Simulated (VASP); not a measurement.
Runs of VASP 6.6.1 on BaLiF3. The structure is that of space group Pm-3m (No. 221), or close to it. The cells are those of the table. 

```csv
cell,gap on the mesh (eV),pressure (GPa)
"a = 3.929, b = 3.929, c = 3.989 Å, 5 atoms",6.44,-3.1
"a = 3.869, b = 3.869, c = 4.108 Å, 5 atoms",6.10,-2.7
"a = 3.869, b = 3.869, c = 3.929 Å, 5 atoms",6.49,(b)
"a = 3.869, b = 3.869, c = 3.989 Å, 5 atoms",(a),-0.4
```

Alike in all rows: task single point; level LDA; potentials or basis VASP PAW LDA potentials, release 64 (Ba_sv, Li_sv, F_h); no spin polarisation; k mesh 6 × 6 × 6; cutoff (eV) 1350; smearing gaussian 0.05 eV.

Problem. Estimate the missing entries.

Solution. (a) 6.39; (b) 0.9.

Caveats: spin-orbit coupling is left out, which moves the levels of the heavy elements; the cell stands under tension (at least some runs); the stress differs along the axes, from -6 to -1 GPa (at least some runs).

A k mesh can miss the band edges, and the runs leave out spin-orbit coupling on Ba.
